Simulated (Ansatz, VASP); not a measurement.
# One calculation of SnO, two programs

```
CELL_PARAMETERS angstrom
3.80719 0.00000 0.00000
0.00000 3.80719 0.00000
0.00000 0.00000 4.93045
ATOMIC_POSITIONS crystal
Sn 0.50000 0.00000 0.23274
Sn 0.00000 0.50000 0.76726
O 0.00000 0.00000 0.00000
O 0.50000 0.50000 0.00000
```

Alike in both runs: functional r2SCAN; k mesh 8 × 8 × 8; occupations fermi-dirac, width 0.1 eV; no spin polarisation.

Ansatz relaxed the structure, and its values are those at the end. VASP's run is a single point on that final structure, the one shown.

```csv
,VASP,Ansatz
version,VASP 6.6.1,Ansatz 0.2.0
potentials or method,"VASP PAW PBE potentials, release 64 (Sn_d, O)","PAW with Ansatz's default frozen-core files, scalar-relativistic"
plane-wave cutoff (eV),520,500
valence electrons in the cell,40,40
```

```tsv
	VASP	Ansatz	Ansatz less VASP
pressure (GPa)	0.6	0.0	-0.57
rms of the force components (eV/Å)	0.058	0.000	-0.0582
```

VASP's potentials were made for PBE, not for r2SCAN. The functional is the same, so the differences come from potentials, cutoffs and numerics.
